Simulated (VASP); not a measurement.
Here is a VASP 6.6.1 calculation.

The input INCAR:

```
SYSTEM = Ga8P8H
PREC = Accurate ; ENCUT = 520
EDIFF = 1E-6 ; ISMEAR = 0
SIGMA = 0.01 ; LREAL = Auto
LASPH = .TRUE. ; NELM = 100
ALGO = Normal ; ISIF = 2
LWAVE = .FALSE. ; LCHARG = .TRUE.
GGA = PE ; LELF = .TRUE.
LVHAR = .TRUE. ; NELECT = 146.0
NBANDS = 86
```

Contents of KPOINTS:

```
regular mesh
0
G
  1 1 1
  0 0 0
```

The input POSCAR:

```
Ga8P8H
1.0
    0.0000000000      5.5051169764     -5.5051169764
    5.5051169764      5.5051169764      0.0000000000
    5.5051169764      0.0000000000     -5.5051169764
Ga P H
8 8 1
Direct
    0.5029543713      0.5029543713     -0.0029543713
    0.5029543713     -0.0029543713     -0.0029543713
    0.9970456287      0.5029543713     -0.0029543713
    1.0000000000      0.0000000000      0.0000000000
    0.5000000000      0.5000000000      0.5000000000
    0.5029543713     -0.0029543713      0.5029543713
    0.9970456287      0.5029543713      0.5029543713
    0.9970456287     -0.0029543713      0.5029543713
    0.3738947509      0.3738947509      0.3738947509
    0.3738947509      0.8783157472      0.3738947509
    0.8783157472      0.3738947509      0.3738947509
    0.8668320936      0.8668320936      0.3995037192
    0.3738947509      0.3738947509      0.8783157472
    0.3995037192      0.8668320936      0.8668320936
    0.8668320936      0.3995037192      0.8668320936
    0.8668320936      0.8668320936      0.8668320936
    0.7500000000      0.7500000000      0.7500000000
```

Potentials or basis: VASP PAW PBE potentials, release 64 (Ga_d, P, H).

Command:

```console
$ cat potpaw_PBE.64/Ga_d/POTCAR potpaw_PBE.64/P/POTCAR potpaw_PBE.64/H/POTCAR > POTCAR
$ mpirun -np 1 vasp_gam > vasp.out
```

Q: Estimate the largest force.

A: 0.020 eV/Å.

Forces in eV/Å, atoms in the order of the input:
```
Ga   0.000 -0.013  0.000
Ga   0.013  0.000  0.000
Ga   0.000  0.000 -0.013
Ga   0.000  0.000  0.000
Ga   0.000  0.000  0.000
Ga   0.000  0.000  0.013
Ga  -0.013  0.000  0.000
Ga   0.000  0.013  0.000
P    0.011  0.011 -0.011
P   -0.011 -0.011 -0.011
P    0.011 -0.011  0.011
P   -0.011  0.011  0.011
P   -0.011  0.011  0.011
P    0.011 -0.011  0.011
P   -0.011 -0.011 -0.011
P    0.011  0.011 -0.011
H    0.000  0.000  0.000
```

Caveat: the k points lie up to 0.99 Å⁻¹ apart; the cell carries a net charge on a neutralising background, which shifts energy and pressure.
